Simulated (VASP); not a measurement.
Runs of VASP 6.6.1 on Zn. The structure is that of space group Fm-3m (No. 225), or close to it. The cells are those of the table. 

```csv
cell,k mesh,gap on the mesh (eV),pressure (GPa)
"a = 2.780 Å, angles 60.0°, 1 atom",15 × 15 × 15,none,0.1
"a = 2.664 Å, angles 60.0°, 1 atom",15 × 15 × 15,none,12.5
"a = 2.704 Å, angles 60.0°, 1 atom",15 × 15 × 15,none,(a)
"a = 2.742 Å, angles 60.0°, 1 atom",15 × 15 × 15,none,3.3
"a = 2.887 Å, angles 60.0°, 1 atom",15 × 15 × 15,none,-5.6
"a = 2.780 Å, angles 60.0°, 1 atom",23 × 23 × 23,none,(b)
"a = 2.852 Å, angles 60.0°, 1 atom",15 × 15 × 15,none,-4.2
"a = 2.816 Å, angles 60.0°, 1 atom",15 × 15 × 15,none,-2.3
```

Alike in all rows: task single point; level PBE; potentials or basis VASP PAW PBE potentials, release 64 (Zn); no spin polarisation; cutoff (eV) 520; smearing fermi-dirac 0.1 eV.

Fill in the values left out.

(a) 7.4; (b) 0.3.

A gap of «none» marks levels without a gap at the run's occupations.
